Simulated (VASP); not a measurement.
# ZnS (P6_3/mmc) in VASP: a series of runs

The runs below take ZnS through single point, with PBE, r2SCAN.

Everything below comes from runs of VASP 6.6.1. Logs are shortened: lines on timing, memory, paths and dates and some standing lists are left out, and cuts for length are marked.

### 1 The cell of the first run

Symmetry: P6_3/mmc, No. 194, hexagonal system. Conventional cell: a = 3.590 Å, b = 3.590 Å, c = 5.880 Å, α = 90.00°, β = 90.00°, γ = 120.00°. Zn (site symmetry -3m) has 6 S at 2.54 Å and 2 Zn at 2.94 Å within 3.4 Å. Within 3.4 Å of S (site symmetry -6m2) lie 6 Zn at 2.54 Å.

### 2 Single point, PBE

Input file INCAR:

```
SYSTEM = ZnS
ALGO = Normal ; EDIFF = 1E-6
ENCUT = 520 ; GGA = PE
ISIF = 2 ; ISMEAR = 0
LASPH = .True. ; LCHARG = .True.
LELF = .True. ; LREAL = .False.
LVHAR = .True. ; LWAVE = .False.
NBANDS = 26 ; NELM = 60
PREC = Accurate ; SIGMA = 0.01
```

Input file KPOINTS:

```
k-points
0
Gamma
  12 12 4
  0 0 0
```

Input file POSCAR:

```
ZnS
1.0
    3.5895904811      0.0000000000      0.0000000000
   -1.7947952405      3.1086765458      0.0000000000
    0.0000000000      0.0000000000      5.8799973221
Zn S
2 2
Direct
    0.0000000000      0.0000000000      0.0000000000
    0.0000000000      0.0000000000      0.5000000000
    0.3333333333      0.6666666667      0.2500000000
    0.6666666667      0.3333333333      0.7500000000
```

Potentials or basis: VASP PAW PBE potentials, release 64 (Zn, S).

The run is started by

```sh
$ cat potpaw_PBE.64/Zn/POTCAR potpaw_PBE.64/S/POTCAR > POTCAR
$ mpirun -np 1 vasp_std > vasp.out
```

OUTCAR:

```text
SYSTEM = ZnS
   EDIFF = 1E-6
   ENCUT = 520
   GGA = PE
   ISIF = 2
   ISMEAR = 0
   LASPH = .True.
   LREAL = .False.
   NELM = 60
   PREC = Accurate

 ion  position               nearest neighbor table
   1  0.000  0.000  0.000-   3 2.54   4 2.54   3 2.54   4 2.54   4 2.54   3 2.54   2 2.94   2 2.94

   2  0.000  0.000  0.500-   3 2.54   4 2.54   3 2.54   4 2.54   4 2.54   3 2.54   1 2.94   1 2.94

   3  0.333  0.667  0.250-   1 2.54   2 2.54   1 2.54   2 2.54   1 2.54   2 2.54
   4  0.667  0.333  0.750-   1 2.54   2 2.54   1 2.54   2 2.54   1 2.54   2 2.54

  LATTYP: Found a hexagonal cell.
 ALAT       =     3.5895904811
 C/A-ratio  =     1.6380691204

  Lattice vectors:

 A1 = (   3.5895904811,   0.0000000000,   0.0000000000)
 A2 = (  -1.7947952405,   3.1086765458,   0.0000000000)
 A3 = (   0.0000000000,   0.0000000000,   5.8799973221)

Analysis of symmetry for initial positions (statically):
=====================================================================
 Subroutine PRICEL returns:
 Original cell was already a primitive cell.

 Routine SETGRP: Setting up the symmetry group for a
 hexagonal supercell.

 Subroutine GETGRP returns: Found 24 space group operations
 (whereof 12 operations were pure point group operations)
 out of a pool of 24 trial point group operations.

The static configuration has the point symmetry D_3d.
 The point group associated with its full space group is D_6h.

Analysis of symmetry for dynamics (positions and initial velocities):
=====================================================================
 Subroutine PRICEL returns:
 Original cell was already a primitive cell.

 Routine SETGRP: Setting up the symmetry group for a
 hexagonal supercell.

 Subroutine GETGRP returns: Found 24 space group operations
 (whereof 12 operations were pure point group operations)
 out of a pool of 24 trial point group operations.

The dynamic configuration has the point symmetry D_3d.
 The point group associated with its full space group is D_6h.

 Subroutine INISYM returns: Found 24 space group operations
 (whereof 12 operations are pure point group operations),
 and found     1 'primitive' translations

----------------------------------------------------------------------------------------

                                     Primitive cell

  volume of cell :      65.6142

  direct lattice vectors                    reciprocal lattice vectors
     3.589590481  0.000000000  0.000000000     0.278583311  0.160840149  0.000000000
    -1.794795241  3.108676546  0.000000000     0.000000000  0.321680299  0.000000000
     0.000000000  0.000000000  5.879997322     0.000000000  0.000000000  0.170068105

  length of vectors
     3.589590481  3.589590481  5.879997322     0.321680299  0.321680299  0.170068105

  position of ions in fractional coordinates (direct lattice)
     0.000000000  0.000000000  0.000000000
     0.000000000  0.000000000  0.500000000
     0.333333333  0.666666667  0.250000000
     0.666666667  0.333333333  0.750000000

  ion indices of the primitive-cell ions
   primitive index   ion index
                 1           1
                 2           2
                 3           3
                 4           4

----------------------------------------------------------------------------------------

 KPOINTS: k-points

Automatic generation of k-mesh.
 Grid dimensions read from file:
 generate k-points for:   12   12    4

 Generating k-lattice:

  Cartesian coordinates                     Fractional coordinates (reciprocal lattice)
     0.023215276  0.013403346  0.000000000     0.083333333  0.000000000  0.000000000
     0.000000000  0.026806692  0.000000000     0.000000000  0.083333333  0.000000000
     0.000000000  0.000000000  0.042517026     0.000000000  0.000000000  0.250000000

  Length of vectors
     0.026806692  0.026806692  0.042517026

  Shift w.r.t. Gamma in fractional coordinates (k-lattice)
     0.000000000  0.000000000  0.000000000

 Subroutine IBZKPT returns following result:
 ===========================================

 Found     57 irreducible k-points:

 Following reciprocal coordinates:
            Coordinates               Weight
  0.000000  0.000000  0.000000      1.000000
  0.083333  0.000000  0.000000      6.000000
  0.166667  0.000000  0.000000      6.000000
  0.250000  0.000000  0.000000      6.000000
  0.333333  0.000000  0.000000      6.000000
  0.416667  0.000000  0.000000      6.000000
[... 16 lines left out ...]
  0.250000  0.000000  0.250000     12.000000
  0.333333  0.000000  0.250000     12.000000
 [... further k-points ...]
   k-points           NKPTS =     57   k-points in BZ     NKDIM =     57   number of bands    NBANDS=     26
   number of dos      NEDOS =    301   number of ions     NIONS =      4
   total plane-waves  NPLWV =  37632
   dimension x,y,z NGX =    28 NGY =   28 NGZ =   48
   dimension x,y,z NGXF=    56 NGYF=   56 NGZF=   96
   ions per type =               2   2
   NGX,Y,Z   is equivalent  to a cutoff of  12.97, 12.97, 13.57 a.u.
   NGXF,Y,Z  is equivalent  to a cutoff of  25.94, 25.94, 27.14 a.u.
 SYSTEM =  ZnS
   PREC   = accura    normal or accurate (medium, high low for compatibility)
   ISTART =      0    job   : 0-new  1-cont  2-samecut
   ICHARG =      2    charge: 1-file 2-atom 10-const
   ISPIN  =      1    spin polarized calculation?
   LNONCOLLINEAR =      F non collinear calculations
   LSORBIT =      F    spin-orbit coupling
   LASPH  =      T    aspherical Exc in radial PAW
   ENCUT  =  520.0 eV  38.22 Ry    6.18 a.u.   6.67  6.67 10.93*2*pi/ulx,y,z
   NELM   =     60;   NELMIN=  2; NELMDL= -5     # of ELM steps
   EDIFF  = 0.1E-05   stopping-criterion for ELM
   LREAL  =      F    real-space projection
   EDIFFG = 0.1E-04   stopping-criterion for IOM
   NSW    =      0    number of steps for IOM
   IBRION =     -1    ionic relax: 0-MD 1-quasi-New 2-CG
   NFREE  =      0    steps in history (QN), initial steepest desc. (CG)
   ISIF   =      2    stress and relaxation
   ISYM   =      2    0-nonsym 1-usesym 2-fastsym
   POTIM  = 0.5000    time-step for ionic-motion
   TEBEG  =    0.0;   TEEND  =   0.0 temperature during run
   PSTRESS=    0.0 pullay stress
   NELECT =      36.0000    total number of electrons
   NUPDOWN=      -1.0000    fix difference up-down
   EMIN   =  10.00;   EMAX   =-10.00  energy-range for DOS
   EFERMI =   0.00;   METHOD = LEGACY
   ISMEAR =     0;   SIGMA  =   0.01  broadening in eV -4-tet -1-fermi 0-gaus
   EFERMI_NEDOS =   21; number of points for ismear=-14 and -15
   IALGO  =     38    algorithm
   IMIX   =      4    mixing-type and parameters
     AMIX     =   0.40;   BMIX     =  1.00
     AMIX_MAG =   1.60;   BMIX_MAG =  1.00
  volume/ion in A,a.u.               =      16.40       110.70
  Fermi-wavevector in a.u.,A,eV,Ry     =   1.340221  2.532651 24.438687  1.796193
  Thomas-Fermi vector in A             =   2.468551
   LORBIT       =      0    0 simple, 1 ext, 2 COOP (PROOUT), +10 PAW based schemes
   GGA     = PE    functional components
   LHFCALC =     F    Hartree Fock is set to
   AEXX    =    0.0000 exact exchange contribution
   IVDW    =     0    specifies the selected vdW correction
   LEPSILON=     F    determine dielectric tensor
   LRPA    =     F    only Hartree local field effects (RPA)
 non-spin polarized calculation
 Gauss-broadening in eV      SIGMA  =   0.01
  energy-cutoff  :      520.00
  volume of cell :       65.61
 maximum number of plane-waves:      1786
 NGX is ok and might be reduce to    28
   NGX = 13   NGY = 13   NGZ = 21

 number of electron      36.0000027 magnetization

 Free energy of the ion-electron system (eV)
  ---------------------------------------------------
  ext. energy  EPLUGINS =         0.00000000
  ---------------------------------------------------
  free energy    TOTEN  =       -12.33541468 eV

  energy without entropy =      -12.33541468  energy(sigma->0) =      -12.33541468

 E-fermi :   4.0667     XC(G=0): -10.8250

 val. band max:        3.9563649075   @ k =   0.1667   0.0000   0.0000
 cond. band min:       4.3268717145   @ k =   0.3333   0.3333   0.0000
 fundamental gap:      0.3705068070
 Fermi energy:         4.0667180169

 k-point     1 :       0.0000    0.0000    0.0000
  band No.  band energies     occupation
      1      -9.9506      2.00000
      2      -8.2701      2.00000
      3      -3.2354      2.00000
      4      -2.7591      2.00000
      5      -2.7591      2.00000
      6      -2.6688      2.00000
[... 18 lines left out ...]
     25      12.8217      0.00000
     26      12.8217      0.00000

 k-point     2 :       0.0833    0.0000    0.0000
  band No.  band energies     occupation
      1      -9.8770      2.00000
      2      -8.2430      2.00000
      3      -3.1600      2.00000
      4      -2.7543      2.00000
      5      -2.7326      2.00000
      6      -2.6685      2.00000
[... 18 lines left out ...]
     25      12.8484      0.00000
     26      12.9297      0.00000

 k-point     3 :       0.1667    0.0000    0.0000
  band No.  band energies     occupation
      1      -9.6626      2.00000
      2      -8.1696      2.00000
      3      -2.9549      2.00000
      4      -2.7463      2.00000
      5      -2.6806      2.00000
      6      -2.6437      2.00000
[... 18 lines left out ...]
     25      11.9578      0.00000
     26      12.8270      0.00000

 k-point     4 :       0.2500    0.0000    0.0000
  band No.  band energies     occupation
      1      -9.3284      2.00000
      2      -8.0750      2.00000
      3      -2.7479      2.00000
      4      -2.7289      2.00000
      5      -2.7189      2.00000
      6      -2.5354      2.00000
[... 18 lines left out ...]
     25      12.3362      0.00000
     26      12.7329      0.00000

 k-point     5 :       0.3333    0.0000    0.0000
  band No.  band energies     occupation
      1      -8.9177      2.00000
      2      -8.0019      2.00000
      3      -2.8938      2.00000
      4      -2.7617      2.00000
      5      -2.6935      2.00000
      6      -2.5738      2.00000
[... 18 lines left out ...]
     25      12.6540      0.00000
     26      14.0530      0.00000

 k-point     6 :       0.4167    0.0000    0.0000
  band No.  band energies     occupation
      1      -8.5070      2.00000
      2      -8.0087      2.00000
      3      -3.1932      2.00000
      4      -2.7775      2.00000
      5      -2.7292      2.00000
      6      -2.5930      2.00000
[... 427 lines left out ...]
 k-point    21 :       0.0833    0.0000    0.2500
  band No.  band energies     occupation
      1      -9.6977      2.00000
      2      -8.5739      2.00000
      3      -2.8798      2.00000
      4      -2.6952      2.00000
      5      -2.6395      2.00000
      6      -2.6170      2.00000
[... 18 lines left out ...]
     25      11.8718      0.00000
     26      12.7289      0.00000

 k-point    22 :       0.1667    0.0000    0.2500
  band No.  band energies     occupation
      1      -9.4933      2.00000
      2      -8.4600      2.00000
      3      -2.8678      2.00000
      4      -2.6865      2.00000
      5      -2.6119      2.00000
      6      -2.5374      2.00000
[... 18 lines left out ...]
     25      11.7870      0.00000
     26      12.7434      0.00000

 k-point    23 :       0.2500    0.0000    0.2500
  band No.  band energies     occupation
      1      -9.1779      2.00000
      2      -8.3023      2.00000
      3      -2.8161      2.00000
      4      -2.6863      2.00000
      5      -2.6590      2.00000
      6      -2.5854      2.00000
[... 18 lines left out ...]
     25      12.6127      0.00000
     26      12.7171      0.00000

 k-point    24 :       0.3333    0.0000    0.2500
  band No.  band energies     occupation
      1      -8.7975      2.00000
      2      -8.1515      2.00000
      3      -2.8771      2.00000
      4      -2.6974      2.00000
      5      -2.6934      2.00000
      6      -2.5827      2.00000
[... 18 lines left out ...]
     25      13.3685      0.00000
     26      13.6185      0.00000

 [... further k-points ...]

------------------------ aborting loop because EDIFF is reached ----------------------------------------

  FORCE on cell =-STRESS in cart. coord.  units (eV):
  Direction    XX          YY          ZZ          XY          YZ          ZX
  --------------------------------------------------------------------------------------
  -------------------------------------------------------------------------------------
  Total        1.0476665      1.0476665      0.9349616      0.0000000      0.0000000      0.0000000
  in kB       25.5820928     25.5820928     22.8300458      0.0000000      0.0000000      0.0000000
  external PRESSURE =      24.6647438 kB  Pullay stress =       0.0000000 kB

 VOLUME and BASIS-vectors are now :
 -----------------------------------------------------------------------------
  energy-cutoff  :      520.00
  volume of cell :       65.61
      direct lattice vectors                 reciprocal lattice vectors
     3.589590481  0.000000000  0.000000000     0.278583311  0.160840149  0.000000000
    -1.794795241  3.108676546  0.000000000     0.000000000  0.321680299  0.000000000
     0.000000000  0.000000000  5.879997322     0.000000000  0.000000000  0.170068105

 POSITION                                       TOTAL-FORCE (eV/Angst)
 -----------------------------------------------------------------------------------
      0.00000      0.00000      0.00000        -0.000000      0.000000      0.000000
      0.00000      0.00000      2.94000        -0.000000      0.000000      0.000000
     -0.00000      2.07245      1.47000         0.000000     -0.000000     -0.000000
      1.79480      1.03623      4.41000        -0.000000      0.000000      0.000000
 -----------------------------------------------------------------------------------
    total drift:                               -0.000000     -0.000000      0.000000

  FREE ENERGIE OF THE ION-ELECTRON SYSTEM (eV)
  ---------------------------------------------------
  free  energy   TOTEN  =       -12.3354146783 eV

  energy  without entropy=      -12.3354146783  energy(sigma->0) =      -12.33541468
```

It took 93 s on 1 thread of Intel Xeon 8259CL, shared host; peak memory 0.23 GiB.

Results:

| Quantity | Value |
| --- | --- |
| Free energy | -12.3354 eV |
| Pressure | 2.5 GPa |
| Band gap on the k mesh | 0.37 eV, indirect (least direct gap 1.68 eV) |

A k mesh can miss the band edges.

(Part 1 of 2 ends here.)
